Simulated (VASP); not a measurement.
# Ge (I4_1/amd) in VASP: notebook, part 2 of 2

VASP 6.6.1. The steps go on from the part before.

## (3) Single point, PBEsol (strain +0.0150 x Voigt [0, 1, 0, 0, 0, 0])

File INCAR:

```
SYSTEM = Ge
PREC = Accurate
ENCUT = 520
EDIFF = 1E-6
ISMEAR = 0
SIGMA = 0.15
LREAL = .False.
LASPH = .True.
NELM = 60
ALGO = Normal
ISIF = 2
LWAVE = .False.
LCHARG = .False.
GGA = PS
NBANDS = 21
```

File KPOINTS:

```
Automatic mesh
0
Gamma
  18 18 18
  0 0 0
```

File POSCAR:

```
Ge
1.0
    0.0000000000      2.8804489372      2.8378807263
    2.8378807263      0.0000000000      2.8378807263
    2.8378807263      2.8804489372      0.0000000000
Ge
2
Direct
    0.5000000000      0.5000000000      0.5000000000
    0.7500000000      0.7500000000      0.7500000000
```

Potentials or basis: VASP PAW PBE potentials, release 64 (Ge_d).

The run is started by

```bash
cat potpaw_PBE.64/Ge_d/POTCAR > POTCAR
mpirun -np 1 vasp_std > vasp.out
```

OUTCAR:

```text
SYSTEM = Ge
   PREC = Accurate
   ENCUT = 520
   EDIFF = 1E-6
   ISMEAR = 0
   LREAL = .False.
   LASPH = .True.
   NELM = 60
   ISIF = 2
   GGA = PS

 ion  position               nearest neighbor table
   1  0.500  0.500  0.500-   2 2.47   2 2.47   2 2.47   2 2.47
   2  0.750  0.750  0.750-   1 2.47   1 2.47   1 2.47   1 2.47

  LATTYP: Found a body centered tetragonal cell.
 ALAT       =     4.0133694115
 C/A-ratio  =     1.4354267658

  Lattice vectors:

 A1 = (   0.0000000000,  -2.8804489372,   2.8378807263)
 A2 = (   0.0000000000,  -2.8804489372,  -2.8378807263)
 A3 = (   2.8378807263,   2.8804489372,   0.0000000000)

Analysis of symmetry for initial positions (statically):
=====================================================================
 Subroutine PRICEL returns:
 Original cell was already a primitive cell.

 Routine SETGRP: Setting up the symmetry group for a
 body centered tetragonal supercell.

 Subroutine GETGRP returns: Found 16 space group operations
 (whereof  8 operations were pure point group operations)
 out of a pool of 16 trial point group operations.

The static configuration has the point symmetry D_2d.
 The point group associated with its full space group is D_4h.

Analysis of symmetry for dynamics (positions and initial velocities):
=====================================================================
 Subroutine PRICEL returns:
 Original cell was already a primitive cell.

 Routine SETGRP: Setting up the symmetry group for a
 body centered tetragonal supercell.

 Subroutine GETGRP returns: Found 16 space group operations
 (whereof  8 operations were pure point group operations)
 out of a pool of 16 trial point group operations.

The dynamic configuration has the point symmetry D_2d.
 The point group associated with its full space group is D_4h.

 Subroutine INISYM returns: Found 16 space group operations
 (whereof  8 operations are pure point group operations),
[... 105 lines left out ...]
   TEBEG  =    0.0;   TEEND  =   0.0 temperature during run
   PSTRESS=    0.0 pullay stress
   NELECT =      28.0000    total number of electrons
   NUPDOWN=      -1.0000    fix difference up-down
   EMIN   =  10.00;   EMAX   =-10.00  energy-range for DOS
   EFERMI =   0.00;   METHOD = LEGACY
   ISMEAR =     0;   SIGMA  =   0.15  broadening in eV -4-tet -1-fermi 0-gaus
   EFERMI_NEDOS =   21; number of points for ismear=-14 and -15
   IALGO  =     38    algorithm
   IMIX   =      4    mixing-type and parameters
     AMIX     =   0.40;   BMIX     =  1.00
     AMIX_MAG =   1.60;   BMIX_MAG =  1.00
  volume/ion in A,a.u.               =      23.20       156.55
  Fermi-wavevector in a.u.,A,eV,Ry     =   1.383465  2.614369 26.041198  1.913974
  Thomas-Fermi vector in A             =   2.508060
   LORBIT       =      0    0 simple, 1 ext, 2 COOP (PROOUT), +10 PAW based schemes
   GGA     = PS    functional components
   LHFCALC =     F    Hartree Fock is set to
   AEXX    =    0.0000 exact exchange contribution
   IVDW    =     0    specifies the selected vdW correction
   LEPSILON=     F    determine dielectric tensor
   LRPA    =     F    only Hartree local field effects (RPA)
 non-spin polarized calculation
 Gauss-broadening in eV      SIGMA  =   0.15
  energy-cutoff  :      520.00
  volume of cell :       46.40
 maximum number of plane-waves:      1283
   NGX = 15   NGY = 15   NGZ = 15

 number of electron      28.0000006 magnetization

 Free energy of the ion-electron system (eV)
  ---------------------------------------------------
  ext. energy  EPLUGINS =         0.00000000
  ---------------------------------------------------
  free energy    TOTEN  =        -9.87143952 eV

  energy without entropy =       -9.87085645  energy(sigma->0) =       -9.87114799

 E-fermi :   4.6578     XC(G=0): -10.0143

 val. band max:        4.5993626276   @ k =  -0.0556   0.0000   0.0556
 cond. band min:       4.6649732933   @ k =   0.0000   0.0000   0.0000
 fundamental gap:      0.0656106657
 Fermi energy:         4.6577805276

 k-point     1 :       0.0000    0.0000    0.0000
  band No.  band energies     occupation
      1     -20.1037      2.00000
      2     -20.1037      2.00000
      3     -20.1004      2.00000
      4     -20.0684      2.00000
      5     -20.0673      2.00000
      6     -19.8728      2.00000
[... 565 lines left out ...]
     20      12.5545      0.00000
     21      13.5053      0.00000

 [... further k-points ...]
[... 5 lines left out ...]
  --------------------------------------------------------------------------------------
  -------------------------------------------------------------------------------------
  Total       -0.2964780     -0.6036837     -0.2964780     -0.0000000      0.0000000      0.0000000
  in kB      -10.2382247    -20.8469043    -10.2382247     -0.0000000      0.0000000      0.0000000
  external PRESSURE =     -13.7744512 kB  Pullay stress =       0.0000000 kB

 VOLUME and BASIS-vectors are now :
 -----------------------------------------------------------------------------
  energy-cutoff  :      520.00
  volume of cell :       46.40
      direct lattice vectors                 reciprocal lattice vectors
     0.000000000  2.880448937  2.837880726    -0.176187813  0.173584053  0.176187813
     2.837880726  0.000000000  2.837880726     0.176187813 -0.173584053  0.176187813
     2.837880726  2.880448937  0.000000000     0.176187813  0.173584053 -0.176187813

 POSITION                                       TOTAL-FORCE (eV/Angst)
 -----------------------------------------------------------------------------------
      2.83788      2.88045      2.83788         0.000000      0.000000     -0.000000
      4.25682      4.32067      4.25682        -0.000000     -0.000000      0.000000
 -----------------------------------------------------------------------------------
    total drift:                                0.000000     -0.000000     -0.000000

  FREE ENERGIE OF THE ION-ELECTRON SYSTEM (eV)
  ---------------------------------------------------
  free  energy   TOTEN  =        -9.8714395190 eV

  energy  without entropy=       -9.8708564542  energy(sigma->0) =       -9.87114799
```

stdout:

```text
POSCAR found type information on POSCAR Ge
 POSCAR found :  1 types and       2 ions
 scaLAPACK will be used
 -----------------------------------------------------------------------------
|                                                                             |
|                                                                             |
|     You enforced a specific xc type in the INCAR file but a different       |
|     I HOPE YOU KNOW WHAT YOU ARE DOING!                                     |
|                                                                             |
 -----------------------------------------------------------------------------

 LDA part: xc-table for (Slater+PW92), standard interpolation
 POSCAR, INCAR and KPOINTS ok, starting setup
 FFT: planning ... GRIDC
 FFT: planning ... GRID_SOFT
 FFT: planning ... GRID
 WAVECAR not read
 entering main loop
```

Run time: 2.7 min. Hardware: 1 thread of Intel Xeon 6975P-C (Granite Rapids), shared host; peak memory 0.45 GiB.

What came out:

| Item | Value |
| --- | --- |
| Free energy | -9.8714 eV |
| Pressure | -1.4 GPa |
| Band gap on the k mesh | zero (filled and empty bands touch) |

Caveat: the cell differs from its parent crystal (strain +0.0150 x Voigt [0, 1, 0, 0, 0, 0]); the PAW data sets were made with another functional, which shifts forces and pressure a little.

## (4) Single point, PBEsol (strain -0.0150 x Voigt [0, 1, 0, 0, 0, 0])

INCAR, as its differences from that of step 3:

```diff
@@ -8,3 +8,3 @@
 LASPH = .True.
-NELM = 60
+NELM = 100
 ALGO = Normal
```

KPOINTS is that of step 3.

File POSCAR:

```
Ge
1.0
    0.0000000000      2.7953125154      2.8378807263
    2.8378807263      0.0000000000      2.8378807263
    2.8378807263      2.7953125154      0.0000000000
Ge
2
Direct
    0.5000000000      0.5000000000      0.5000000000
    0.7500000000      0.7500000000      0.7500000000
```

The run is started by

```bash
cat potpaw_PBE.64/Ge_d/POTCAR > POTCAR
mpirun -np 1 vasp_std > vasp.out
```

Run time: 4.5 min. Hardware: 1 thread of Oxide Virtual Turin-like, shared host; peak memory 0.41 GiB.

It converged, with:

* Free energy: -9.8715 eV
* Pressure: 0.6 GPa
* Band gap on the k mesh: 0.03 eV, direct

Stress tensor (GPa, compression positive):
```
0.28 0.00 0.00
0.00 1.34 0.00
0.00 0.00 0.28
```

Levels at points of the mesh, in eV from the valence-band top:
```
           k point  band 12  band 13  band 14  band 15  band 16  band 17
(0.00, 0.00, 0.00)    -0.08    -0.08     0.00     0.03     2.45     2.52
(0.50, 0.00, 0.00)    -7.70    -1.53    -1.39     0.09     3.62     3.73
(0.50, 0.50, 0.00)    -8.99    -3.11    -3.11     0.66     0.66     9.48
(0.50, 0.00, 0.50)    -8.92    -3.22    -3.22     0.54     0.54     9.50
```

Caveat: the cell differs from its parent crystal (strain -0.0150 x Voigt [0, 1, 0, 0, 0, 0]); the PAW data sets were made with another functional, which shifts forces and pressure a little. A k mesh can miss the band edges.

## (5) The runs side by side

```csv
cell,gap on the mesh (eV),pressure (GPa)
"a = 4.023, b = 4.013 Å, angles 60.1, 59.8, 60.1°, 2 atoms",none,-0.4
"a = 4.044, b = 4.013 Å, angles 60.2, 59.5, 60.2°, 2 atoms",none,-1.4
"a = 3.983, b = 4.013 Å, angles 59.8, 60.5, 59.8°, 2 atoms",0.03,0.6
```

Alike in all rows: task single point; level PBEsol; potentials or basis VASP PAW PBE potentials, release 64 (Ge_d); no spin polarisation; k mesh 18 × 18 × 18; cutoff (eV) 520; smearing gaussian 0.15 eV.

Caveats: the PAW data sets were made with another functional, which shifts forces and pressure a little.

Total energies depend on the potentials used, so only differences within one code and one set of settings carry meaning.
